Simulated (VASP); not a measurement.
A run of VASP 6.6.1:

The input INCAR:

```
SYSTEM = AlRu
PREC = Accurate
ENCUT = 520
EDIFF = 1E-6
ISMEAR = -1
SIGMA = 0.05
LREAL = .False.
LASPH = .True.
NELM = 100
ALGO = Normal
ISIF = 2
LWAVE = .False.
LCHARG = .False.
GGA = PE
NBANDS = 16
```

The input KPOINTS:

```
regular mesh
0
Gamma
  16 16 16
  0 0 0
```

Contents of POSCAR:

```
AlRu
1.0
    3.0502737196      0.0000000000      0.0000000000
    0.0000000000      3.0502737196      0.0000000000
    0.0000000000      0.0000000000      3.0502737196
Al Ru
1 1
Direct
    0.0000000000      0.0000000000      0.0000000000
    0.5000000000      0.5000000000      0.5000000000
```

Potentials or basis: VASP PAW PBE potentials, release 64 (Al, Ru_pv).

Run with:

```console
$ cat potpaw_PBE.64/Al/POTCAR potpaw_PBE.64/Ru_pv/POTCAR > POTCAR
$ mpirun -np 1 vasp_std > vasp.out
```

Hardware: 1 thread of Intel Xeon 6975P-C, on a shared host.

Task: How long does it take, and how much memory?

Result: Run time: 23 s on 1 thread of Intel Xeon 6975P-C (shared host), peak memory 0.19 GiB. Counts: scf iterations 12, k points 165.
